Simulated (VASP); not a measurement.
A run of VASP 6.6.1 is set up as follows.

File INCAR:

```
SYSTEM = Cd
PREC = Accurate
ENCUT = 520
EDIFF = 1E-6
ISMEAR = -1
SIGMA = 0.1
LREAL = .FALSE.
LASPH = .TRUE.
NELM = 60
ALGO = Normal
ISIF = 2
LWAVE = .FALSE.
LCHARG = .TRUE.
LELF = .TRUE.
LVHAR = .TRUE.
NBANDS = 12
```

The input KPOINTS:

```
Automatic mesh
0
G
  12 12 12
  0 0 0
```

POSCAR

```
Cd
1.0
    2.8138379794      0.0000000000      0.0000000000
    0.0000000000      2.8138379794      0.0000000000
    0.0000000000      0.0000000000      2.8138379794
Cd
1
Direct
    0.0000000000      0.0000000000      0.0000000000
```

Potentials or basis: VASP PAW LDA potentials, release 64 (Cd).

Launch:

```bash
$ cat potpaw_LDA.64/Cd/POTCAR > POTCAR
$ mpirun -np 1 vasp_std > vasp.out
```

(1) What does it give for the band gap on the k mesh?

(2) Estimate the pressure.

Answers

(1) zero (band 6 reaches 7.33 eV, above the bottom of band 7 at -0.25 eV).

(2) 3.1 GPa.
